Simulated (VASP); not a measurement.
# C2H6: single point with PBE

Molecule: C2H6, in a box.

```
C H
1.0
     8.10605    0.00000    0.00000
    -4.05302    7.02004    0.00000
     0.00000    0.00000   24.40860
C H
2 6
Direct
  0.12058 0.08128 0.70850
  0.13504 0.08491 0.64608
  0.01361 0.93983 0.72348
  0.07963 0.18356 0.72346
  0.25685 0.11740 0.72788
  0.17606 0.98265 0.63112
  0.24167 0.22648 0.63104
  0.99851 0.04846 0.62680
```

| Quantity | Value |
| --- | --- |
| Program | VASP 6.6.1 |
| Task | single point |
| Functional | PBE |
| Potentials or basis | VASP PAW PBE potentials, release 64 (C, H) |
| Cutoff | 520 eV |
| k mesh | 2 × 2 × 1 |
| Occupations | gaussian, width 0.05 eV |
| Spin | no spin polarisation |
| Dipole correction | yes |
| Further INCAR settings | ALGO = Normal; EDIFF = 1e-07; NBANDS = 17 |

```json
{
 "Largest force": "0.037 eV/Å",
 "Gap between the frontier levels": "7.19 eV, direct"
}
```

Forces in eV/Å, atoms in the order of the input:
```
C    0.000 -0.006  0.008
C   -0.004  0.006 -0.009
H   -0.009 -0.033  0.014
H   -0.024  0.025  0.010
H    0.031  0.009  0.011
H    0.019 -0.014 -0.009
H    0.011  0.020 -0.010
H   -0.024 -0.007 -0.016
```

Levels at points of the mesh, in eV from the valence-band top:
```csv
k point,band 5,band 6,band 7,band 8,band 9,band 10
"(0.00, 0.00, 0.00)",-0.78,0.00,0.00,7.19,7.84,8.19
"(0.50, 0.00, 0.00)",-0.78,0.00,0.00,7.90,8.04,8.43
"(0.00, 0.50, 0.00)",-0.78,0.00,0.00,7.90,8.05,8.42
"(0.50, 0.50, 0.00)",-0.78,0.00,0.00,7.89,8.05,8.42
```

It took 6.1 min on 1 thread of Intel(R) Xeon(R) Platinum 8488C (Sapphire Rapids), with other jobs on the host, peak memory 1.1 GiB.

Caveat: the k points lie up to 0.45 Å⁻¹ apart.
